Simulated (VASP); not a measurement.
Write the native input for VASP 6.6.1 that does the following.

* Task: relaxation of cell and atoms
* Functional: PBE
* Potentials or basis: VASP PAW PBE potentials, release 64 (Li_sv, Si)
* Cutoff: 600 eV
* k mesh: 6 × 6 × 6
* Occupations: gaussian, width 0.1 eV
* Spin: no spin polarisation
* Dipole correction: no
* Further INCAR settings: ALGO = Normal; EDIFF = 1e-07; IBRION = 2; EDIFFG = -0.04; NSW = 90; ISIF = 3

The structure of LiSi4 lies in POSCAR:

```
LiSi4
1.0
    1.7285443900     -5.6664892300      0.0000000000
    1.7285443900      5.6664892300      0.0000000000
    0.0000000000      0.0000000000      3.5958592300
Li Si
1 4
Direct
    0.5000000000      0.5000000000      0.0000000000
    0.0940261200      0.9059738800      0.5000000000
    0.9059738800      0.0940261200      0.5000000000
    0.1949989000      0.8050011000      0.0000000000
    0.8050011000      0.1949989000      0.0000000000
```

These files were run (other wordings do the same):

INCAR

```
ALGO     = Normal         # electronic algorithm
EDIFF    = 1E-7           # SCF threshold, eV
EDIFFG   = -0.04          # ionic threshold
ENCUT    = 600            # plane-wave cutoff, eV
GGA      = PE             # functional
IBRION   = 2              # ionic algorithm
ISIF     = 3              # what is computed and relaxed
ISMEAR   = 0              # smearing method
LASPH    = T              # aspherical terms in the spheres
LCHARG   = F              # write CHGCAR
LREAL    = F              # projectors in reciprocal space
LWAVE    = F              # write WAVECAR
NELM     = 60             # most SCF steps
NSW      = 90             # ionic steps
PREC     = Accurate       # precision mode
SIGMA    = 0.1            # smearing width, eV
```

KPOINTS

```
k-points
0
Gamma
  6 6 6
```

Potentials or basis: VASP PAW PBE potentials, release 64 (Li_sv, Si).

The run is started by

```sh
$ cat potpaw_PBE.64/Li_sv/POTCAR potpaw_PBE.64/Si/POTCAR > POTCAR
$ mpirun -np 1 vasp_std > vasp.out
```

It gave:

```
Relaxed volume                         : 18.59 Å³/atom
Relaxed cell                           : a = 6.668 Å, b = 6.668 Å, c = 3.814 Å, α = 90.00°, β = 90.00°, γ = 146.76°
Space group after relaxing (to 0.05 Å) : Cmmm (No. 65)
Energy gained by relaxing              : 415.1 meV/atom
Ionic steps                            : 13
Pressure after relaxing                : -0.2 GPa
Largest force after relaxing           : 0.020 eV/Å
```

Caveat: the cutoff is under 1.25 times the usual one of these potentials, so pressure, stress and relaxed cells hold a basis-set (Pulay) error; the volume moved by over 15 % at a fixed basis, so the end points are rough.

It took 8.2 min on 1 thread of Intel(R) Xeon(R) Platinum 8559C (Emerald Rapids) (shared host), peak memory 0.27 GiB.
